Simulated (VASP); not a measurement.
# NaCl in VASP: a series of runs

Runs on NaCl. Level: PBEsol. Tasks: single point.

Program: VASP 6.6.1. These are calculated values, not measurements. Logs are shortened: lines on timing, memory, paths and dates and some standing lists are left out, and cuts for length are marked.

**1. The cell of the first run**

It takes space group P4/mmm (No. 123, tetragonal). The conventional cell has a = 3.555 Å, b = 3.555 Å, c = 3.765 Å, α = 90.00°, β = 90.00°, γ = 90.00°. Na (site symmetry 4/mmm) has 8 Cl at 3.14 Å and 6 Na at 3.56 to 3.77 Å within 4.1 Å. Within 4.1 Å of Cl (site symmetry 4/mmm) lie 8 Na at 3.14 Å and 6 Cl at 3.56 to 3.77 Å.

**2. Single point, PBEsol (strained)**

Contents of INCAR:

```
ALGO = Normal ; EDIFF = 1E-6
ENCUT = 520 ; GGA = PS
ISIF = 2 ; ISMEAR = 0
LASPH = T ; LCHARG = F
LREAL = F ; LWAVE = F
NBANDS = 14 ; NELM = 80
PREC = Accurate ; SIGMA = 0.02
```

Contents of KPOINTS:

```
k-points
0
Gamma
  6 6 6
```

Contents of POSCAR:

```
NaCl
1.0
    3.7652394909      0.0000000000      0.0000000000
    0.0000000000      3.5551080909      0.0000000000
    0.0000000000      0.0000000000      3.5551080909
Na Cl
1 1
Direct
    0.0000000000      0.0000000000      0.0000000000
    0.5000000000      0.5000000000      0.5000000000
```

Potentials or basis: VASP PAW PBE potentials, release 64 (Na_pv, Cl).

Command:

```sh
$ cat potpaw_PBE.64/Na_pv/POTCAR potpaw_PBE.64/Cl/POTCAR > POTCAR
$ mpirun -np 1 vasp_std > vasp.out
```

OUTCAR:

```text
EDIFF = 1E-6
   ENCUT = 520
   GGA = PS
   ISIF = 2
   ISMEAR = 0
   LASPH = T
   LREAL = F
   NELM = 80
   PREC = Accurate

 ion  position               nearest neighbor table
   1  0.000  0.000  0.000-
   2  0.500  0.500  0.500-

  LATTYP: Found a simple tetragonal cell.
 ALAT       =     3.5551080909
 C/A-ratio  =     1.0591068948

  Lattice vectors:

 A1 = (   0.0000000000,   3.5551080909,   0.0000000000)
 A2 = (   0.0000000000,   0.0000000000,   3.5551080909)
 A3 = (   3.7652394909,   0.0000000000,   0.0000000000)

Analysis of symmetry for initial positions (statically):
=====================================================================
 Subroutine PRICEL returns:
 Original cell was already a primitive cell.

 Routine SETGRP: Setting up the symmetry group for a
 simple tetragonal supercell.

 Subroutine GETGRP returns: Found 16 space group operations
 (whereof 16 operations were pure point group operations)
 out of a pool of 16 trial point group operations.

The static configuration has the point symmetry D_4h.

Analysis of symmetry for dynamics (positions and initial velocities):
=====================================================================
 Subroutine PRICEL returns:
 Original cell was already a primitive cell.

 Routine SETGRP: Setting up the symmetry group for a
 simple tetragonal supercell.

 Subroutine GETGRP returns: Found 16 space group operations
 (whereof 16 operations were pure point group operations)
 out of a pool of 16 trial point group operations.

The dynamic configuration has the point symmetry D_4h.

 Subroutine INISYM returns: Found 16 space group operations
 (whereof 16 operations are pure point group operations),
 and found     1 'primitive' translations

----------------------------------------------------------------------------------------

                                     Primitive cell

  volume of cell :      47.5881

  direct lattice vectors                    reciprocal lattice vectors
     3.765239491  0.000000000  0.000000000     0.265587356  0.000000000  0.000000000
     0.000000000  3.555108091  0.000000000     0.000000000  0.281285400  0.000000000
     0.000000000  0.000000000  3.555108091     0.000000000  0.000000000  0.281285400

  length of vectors
     3.765239491  3.555108091  3.555108091     0.265587356  0.281285400  0.281285400

  position of ions in fractional coordinates (direct lattice)
     0.000000000  0.000000000  0.000000000
     0.500000000  0.500000000  0.500000000

  ion indices of the primitive-cell ions
   primitive index   ion index
                 1           1
                 2           2

----------------------------------------------------------------------------------------

 KPOINTS: k-points

Automatic generation of k-mesh.
 Grid dimensions read from file:
 generate k-points for:    6    6    6

 Generating k-lattice:

  Cartesian coordinates                     Fractional coordinates (reciprocal lattice)
     0.044264559  0.000000000  0.000000000     0.166666667  0.000000000  0.000000000
     0.000000000  0.046880900  0.000000000     0.000000000  0.166666667  0.000000000
     0.000000000  0.000000000  0.046880900     0.000000000  0.000000000  0.166666667

  Length of vectors
     0.044264559  0.046880900  0.046880900

  Shift w.r.t. Gamma in fractional coordinates (k-lattice)
     0.000000000  0.000000000  0.000000000

 Subroutine IBZKPT returns following result:
 ===========================================

 Found     40 irreducible k-points:

 Following reciprocal coordinates:
            Coordinates               Weight
  0.000000  0.000000  0.000000      1.000000
  0.166667  0.000000  0.000000      2.000000
  0.333333  0.000000  0.000000      2.000000
  0.500000  0.000000  0.000000      1.000000
  0.000000  0.166667  0.000000      4.000000
  0.166667  0.166667  0.000000      8.000000
[... 16 lines left out ...]
  0.333333  0.333333  0.166667     16.000000
  0.500000  0.333333  0.166667      8.000000
 [... further k-points ...]
   k-points           NKPTS =     40   k-points in BZ     NKDIM =     40   number of bands    NBANDS=     14
   number of dos      NEDOS =    301   number of ions     NIONS =      2
   total plane-waves  NPLWV =  21952
   dimension x,y,z NGX =    28 NGY =   28 NGZ =   28
   dimension x,y,z NGXF=    56 NGYF=   56 NGZF=   56
   ions per type =               1   1
   NGX,Y,Z   is equivalent  to a cutoff of  12.36, 13.09, 13.09 a.u.
   NGXF,Y,Z  is equivalent  to a cutoff of  24.73, 26.19, 26.19 a.u.
 SYSTEM =  unknown system
   PREC   = accura    normal or accurate (medium, high low for compatibility)
   ISTART =      0    job   : 0-new  1-cont  2-samecut
   ICHARG =      2    charge: 1-file 2-atom 10-const
   ISPIN  =      1    spin polarized calculation?
   LNONCOLLINEAR =      F non collinear calculations
   LSORBIT =      F    spin-orbit coupling
   LASPH  =      T    aspherical Exc in radial PAW
   ENCUT  =  520.0 eV  38.22 Ry    6.18 a.u.   7.00  6.61  6.61*2*pi/ulx,y,z
   NELM   =     80;   NELMIN=  2; NELMDL= -5     # of ELM steps
   EDIFF  = 0.1E-05   stopping-criterion for ELM
   LREAL  =      F    real-space projection
[... 7 lines left out ...]
   TEBEG  =    0.0;   TEEND  =   0.0 temperature during run
   PSTRESS=    0.0 pullay stress
   NELECT =      14.0000    total number of electrons
   NUPDOWN=      -1.0000    fix difference up-down
   EMIN   =  10.00;   EMAX   =-10.00  energy-range for DOS
   EFERMI =   0.00;   METHOD = LEGACY
   ISMEAR =     0;   SIGMA  =   0.02  broadening in eV -4-tet -1-fermi 0-gaus
   EFERMI_NEDOS =   21; number of points for ismear=-14 and -15
   IALGO  =     38    algorithm
   IMIX   =      4    mixing-type and parameters
     AMIX     =   0.40;   BMIX     =  1.00
     AMIX_MAG =   1.60;   BMIX_MAG =  1.00
  volume/ion in A,a.u.               =      23.79       160.57
  Fermi-wavevector in a.u.,A,eV,Ry     =   1.088808  2.057549 16.129755  1.185504
  Thomas-Fermi vector in A             =   2.224998
   LORBIT       =      0    0 simple, 1 ext, 2 COOP (PROOUT), +10 PAW based schemes
   GGA     = PS    functional components
   LHFCALC =     F    Hartree Fock is set to
   AEXX    =    0.0000 exact exchange contribution
   IVDW    =     0    specifies the selected vdW correction
   LEPSILON=     F    determine dielectric tensor
   LRPA    =     F    only Hartree local field effects (RPA)
 non-spin polarized calculation
 Gauss-broadening in eV      SIGMA  =   0.02
  energy-cutoff  :      520.00
  volume of cell :       47.59
 maximum number of plane-waves:      1295
   NGX = 15   NGY = 13   NGZ = 13

 number of electron      13.9999989 magnetization

 Free energy of the ion-electron system (eV)
  ---------------------------------------------------
  ext. energy  EPLUGINS =         0.00000000
  ---------------------------------------------------
  free energy    TOTEN  =        -6.63942158 eV

  energy without entropy =       -6.63942158  energy(sigma->0) =       -6.63942158

 E-fermi :   0.0370     XC(G=0):  -8.1398

 val. band max:       -0.1653714516   @ k =   0.5000   0.5000   0.0000
 cond. band min:       3.2263455489   @ k =   0.0000   0.0000   0.0000
 fundamental gap:      3.3917170005
 Fermi energy:         0.0370033589

 k-point     1 :       0.0000    0.0000    0.0000
  band No.  band energies     occupation
      1     -22.3199      2.00000
      2     -22.3199      2.00000
      3     -22.3072      2.00000
      4     -13.3233      2.00000
      5      -0.9685      2.00000
      6      -0.5522      2.00000
      7      -0.5522      2.00000
      8       3.2263      0.00000
      9       8.0019      0.00000
     10       8.4704      0.00000
     11      13.8028      0.00000
     12      14.6686      0.00000
     13      14.6686      0.00000
     14      15.0226      0.00000

 k-point     2 :       0.1667    0.0000    0.0000
  band No.  band energies     occupation
      1     -22.3195      2.00000
      2     -22.3195      2.00000
      3     -22.3122      2.00000
      4     -13.2712      2.00000
      5      -1.5787      2.00000
      6      -0.5155      2.00000
      7      -0.5155      2.00000
      8       3.9372      0.00000
      9       8.2566      0.00000
     10       8.7337      0.00000
     11      13.1467      0.00000
     12      13.1467      0.00000
     13      13.4581      0.00000
     14      15.8431      0.00000

 k-point     3 :       0.3333    0.0000    0.0000
  band No.  band energies     occupation
      1     -22.3221      2.00000
      2     -22.3187      2.00000
      3     -22.3187      2.00000
      4     -13.1631      2.00000
      5      -2.4885      2.00000
      6      -0.4402      2.00000
      7      -0.4402      2.00000
      8       5.2541      0.00000
      9       8.0892      0.00000
     10       9.4746      0.00000
     11      11.9149      0.00000
     12      11.9149      0.00000
     13      13.4873      0.00000
     14      14.2110      0.00000
[... 324 lines left out ...]
 k-point    23 :       0.3333    0.3333    0.1667
  band No.  band energies     occupation
      1     -22.3409      2.00000
      2     -22.3240      2.00000
      3     -22.3170      2.00000
      4     -12.9086      2.00000
      5      -2.0389      2.00000
      6      -1.8588      2.00000
      7      -0.8111      2.00000
      8       6.0799      0.00000
      9       8.1442      0.00000
     10       8.9859      0.00000
     11      10.9392      0.00000
     12      11.9373      0.00000
     13      12.8354      0.00000
     14      15.9038      0.00000

 k-point    24 :       0.5000    0.3333    0.1667
  band No.  band energies     occupation
      1     -22.3401      2.00000
      2     -22.3236      2.00000
      3     -22.3214      2.00000
      4     -12.8652      2.00000
      5      -2.2657      2.00000
      6      -1.8422      2.00000
      7      -0.7539      2.00000
      8       5.8541      0.00000
      9       8.5037      0.00000
     10       8.5346      0.00000
     11      10.9815      0.00000
     12      12.6299      0.00000
     13      12.9021      0.00000
     14      15.1765      0.00000

 [... further k-points ...]
[... 5 lines left out ...]
  --------------------------------------------------------------------------------------
  -------------------------------------------------------------------------------------
  Total       -1.5724666     -0.5428581     -0.5428581      0.0000000      0.0000000     -0.0000000
  in kB      -52.9412004    -18.2767392    -18.2767392      0.0000000      0.0000000     -0.0000000
  external PRESSURE =     -29.8315596 kB  Pullay stress =       0.0000000 kB

 VOLUME and BASIS-vectors are now :
 -----------------------------------------------------------------------------
  energy-cutoff  :      520.00
  volume of cell :       47.59
      direct lattice vectors                 reciprocal lattice vectors
     3.765239491  0.000000000  0.000000000     0.265587356  0.000000000  0.000000000
     0.000000000  3.555108091  0.000000000     0.000000000  0.281285400  0.000000000
     0.000000000  0.000000000  3.555108091     0.000000000  0.000000000  0.281285400

 POSITION                                       TOTAL-FORCE (eV/Angst)
 -----------------------------------------------------------------------------------
      0.00000      0.00000      0.00000         0.000000      0.000000      0.000000
      1.88262      1.77755      1.77755         0.000000      0.000000      0.000000
 -----------------------------------------------------------------------------------
    total drift:                               -0.000000      0.000000      0.000000

  FREE ENERGIE OF THE ION-ELECTRON SYSTEM (eV)
  ---------------------------------------------------
  free  energy   TOTEN  =        -6.6394215796 eV

  energy  without entropy=       -6.6394215796  energy(sigma->0) =       -6.63942158
```

It took 21 s on 1 thread of Intel Xeon 6975P-C, shared host; peak memory 0.16 GiB.

Results:

```
Free energy            : -6.6394 eV
Pressure               : -3.0 GPa
Band gap on the k mesh : 3.39 eV, indirect (least direct gap 3.78 eV)
```

Stress tensor (GPa, compression positive):
```
-5.29  0.00  0.00
 0.00 -1.83  0.00
 0.00  0.00 -1.83
```

Caveat: the cell differs from its parent crystal (strained); the PAW data sets were made with another functional, which shifts forces and pressure a little.

**3. Single point, PBEsol (atoms moved at random and the cell strained at random)**

Contents of INCAR:

```
PREC = Accurate ; ENCUT = 520
EDIFF = 1E-6 ; ISMEAR = 0
SIGMA = 0.02 ; LREAL = False
LASPH = True ; NELM = 100
ALGO = Normal ; ISIF = 2
LWAVE = False ; LCHARG = False
GGA = PS ; NBANDS = 14
```

Contents of KPOINTS:

```
Automatic mesh
0
Gamma
  6 6 6
```

Contents of POSCAR:

```
NaCl
1.0
    3.5235883809      0.0262314031     -0.0006654161
    0.0262314031      3.5651593762     -0.0125728621
   -0.0006654161     -0.0125728621      3.5016296496
Na Cl
1 1
Direct
   -0.0071355352      0.0043058772      0.0019787619
    0.5071355352      0.4956941228      0.4980212381
```

Potentials or basis: VASP PAW PBE potentials, release 64 (Na_pv, Cl).

Command:

```sh
$ cat potpaw_PBE.64/Na_pv/POTCAR potpaw_PBE.64/Cl/POTCAR > POTCAR
$ mpirun -np 1 vasp_std > vasp.out
```

It took 58 s on 1 thread of Intel Xeon 6975P-C, shared host; peak memory 0.19 GiB.

The run converged. Its results:

* Free energy: -6.7114 eV
* Pressure: -1.7 GPa
* Largest force: 0.015 eV/Å
* Band gap on the k mesh: 3.72 eV, indirect (least direct gap 4.18 eV)

Forces in eV/Å, atoms in the order of the input:
```
Na   0.012 -0.009 -0.004
Cl  -0.012  0.009  0.004
```

Stress tensor (GPa, compression positive):
```
-1.57  0.03 -0.02
 0.03 -2.39 -0.02
-0.02 -0.02 -1.13
```

Levels at points of the mesh, in eV from the valence-band top:
| k point | band 5 | band 6 | band 7 | band 8 | band 9 | band 10 |
| --- | --- | --- | --- | --- | --- | --- |
| (0.00, 0.00, 0.00) | -0.61 | -0.51 | -0.46 | 3.72 | 8.32 | 8.46 |
| (0.50, 0.00, 0.00) | -2.94 | -0.37 | -0.23 | 6.62 | 8.30 | 10.33 |
| (0.00, 0.50, 0.00) | -2.94 | -0.30 | -0.25 | 6.66 | 8.23 | 10.34 |
| (0.50, 0.50, 0.00) | -2.30 | -2.25 | 0.00 | 5.34 | 9.70 | 10.59 |
| (0.00, 0.00, 0.50) | -2.94 | -0.36 | -0.26 | 6.60 | 8.33 | 10.33 |
| (0.50, 0.00, 0.50) | -2.27 | -2.25 | -0.10 | 5.44 | 9.54 | 10.62 |
| (0.00, 0.50, 0.50) | -2.30 | -2.24 | -0.04 | 5.38 | 9.65 | 10.58 |
| (0.50, 0.50, 0.50) | -1.88 | -1.86 | -1.82 | 6.85 | 6.92 | 7.00 |

Caveat: the cell differs from its parent crystal (atoms moved at random and the cell strained at random); the PAW data sets were made with another functional, which shifts forces and pressure a little. A k mesh can miss the band edges.

**4. Single point, PBEsol (strained)**

Contents of INCAR:

```
SYSTEM = NaCl
PREC     = Accurate       ! precision mode
ENCUT    = 520            ! plane-wave cutoff, eV
EDIFF    = 1E-6           ! SCF threshold, eV
ISMEAR   = 0              ! smearing method
SIGMA    = 0.02           ! smearing width, eV
LREAL    = .False.        ! projectors in reciprocal space
LASPH    = .True.         ! aspherical terms in the spheres
NELM     = 60             ! most SCF steps
ALGO     = Normal         ! electronic algorithm
ISIF     = 2              ! what is computed and relaxed
LWAVE    = .False.        ! write WAVECAR
LCHARG   = .False.        ! write CHGCAR
GGA      = PS             ! functional
NBANDS   = 14             ! bands
```

Contents of KPOINTS:

```
regular mesh
0
Gamma
  6 6 6
  0 0 0
```

Contents of POSCAR:

```
NaCl
1.0
    3.3855320511      0.0000000000      0.0000000000
    0.0000000000      3.3855320511      0.0000000000
    0.0000000000      0.0000000000      3.3855320511
Na Cl
1 1
Direct
    0.0000000000      0.0000000000      0.0000000000
    0.5000000000      0.5000000000      0.5000000000
```

Command:

```sh
$ cat potpaw_PBE.64/Na_pv/POTCAR potpaw_PBE.64/Cl/POTCAR > POTCAR
$ mpirun -np 1 vasp_std > vasp.out
```

Wall time 7.2 s (1 thread of Intel Xeon Platinum 8488C (Sapphire Rapids), shared host); peak memory 0.15 GiB.

It converged, with:

```
Free energy            : -6.7181 eV
Pressure               : 1.8 GPa
Band gap on the k mesh : 4.18 eV, indirect (least direct gap 4.77 eV)
```

Levels at points of the mesh, in eV from the valence-band top:
| k point | band 4 | band 5 | band 6 | band 7 | band 8 | band 9 | band 10 | band 11 |
| --- | --- | --- | --- | --- | --- | --- | --- | --- |
| (0.00, 0.00, 0.00) | -13.76 | -0.59 | -0.59 | -0.59 | 4.18 | 8.27 | 8.27 | 16.27 |
| (0.50, 0.00, 0.00) | -13.28 | -3.49 | -0.32 | -0.32 | 7.06 | 9.19 | 10.32 | 12.00 |
| (0.50, 0.50, 0.00) | -12.94 | -2.69 | -2.69 | 0.00 | 5.37 | 9.93 | 11.55 | 11.55 |
| (0.50, 0.50, 0.50) | -12.58 | -2.22 | -2.22 | -2.22 | 6.94 | 6.94 | 6.94 | 12.46 |

Caveat: the cell differs from its parent crystal (strained); the PAW data sets were made with another functional, which shifts forces and pressure a little. A k mesh can miss the band edges.

[end of part 1 of 2]
